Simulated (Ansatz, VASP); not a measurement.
Two plane-wave programs on BP

```
B P
1.0
     0.00000    2.26900    2.26900
     2.26900    0.00000    2.26900
     2.26900    2.26900    0.00000
B P
1 1
Direct
  0.00000 0.00000 0.00000
  0.25000 0.25000 0.25000
```

Alike in both runs: task single point; functional PBE; dispersion D3(BJ); k mesh 6 × 6 × 6; occupations gaussian, width 0.1 eV; no spin polarisation.

|  | VASP | Ansatz |
| --- | --- | --- |
| version | VASP 6.6.1 | Ansatz 0.2.0 |
| potentials or method | VASP PAW PBE potentials, release 64 (B, P), cutoff 500 eV | scalar-relativistic, plane waves, PAW |
| valence electrons in the cell | 8 | 8 |

|  | VASP | Ansatz | Ansatz less VASP |
| --- | --- | --- | --- |
| gap on the k mesh at the Fermi level (eV) | 1.33 | 1.33 | +0.004 |
| least direct gap on the mesh (eV) | 3.40 | 3.40 | +0.003 |
| pressure (GPa) | -3.4 | -3.2 | +0.22 |
